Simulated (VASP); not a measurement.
Wanted: the native input for a VASP 6.6.1 run.

```yaml
Task: single point
Functional: PBE
Potentials_or_basis: VASP PAW PBE potentials, release 64 (Rh_pv)
Cutoff: 520 eV
k_mesh: 16 × 16 × 16
Occupations: fermi-dirac, width 0.08 eV
Spin: no spin polarisation
Dipole_correction: no
Further_INCAR_settings: ALGO = Normal; EDIFF = 1e-06; NBANDS = 14
```

The structure of Rh lies in POSCAR:

```
Rh
1.0
    0.0000000000      1.9015500000      1.8445035000
    1.9015500000      0.0000000000      1.8445035000
    1.9015500000      1.9015500000      0.0000000000
Rh
1
Direct
    0.0000000000      0.0000000000      0.0000000000
```

This cell differs from its parent crystal: zz strain of -3 %.

One way to write it, as run:

INCAR

```
PREC = Accurate
ENCUT = 520
EDIFF = 1E-6
ISMEAR = -1
SIGMA = 0.08
LREAL = False
LASPH = True
NELM = 100
ALGO = Normal
ISIF = 2
LWAVE = False
LCHARG = False
GGA = PE
NBANDS = 14
```

KPOINTS

```
regular mesh
0
Gamma
  16 16 16
```

Potentials or basis: VASP PAW PBE potentials, release 64 (Rh_pv).

Run with:

```console
$ cat potpaw_PBE.64/Rh_pv/POTCAR > POTCAR
$ mpirun -np 1 vasp_std > vasp.out
```

It gave:

The pressure is 15.6 GPa.

Caveat: the cell differs from its parent crystal (zz strain of -3 %).

Wall time 87 s on 1 thread of AMD EPYC 7R13, on a shared host, peak memory 0.14 GiB.
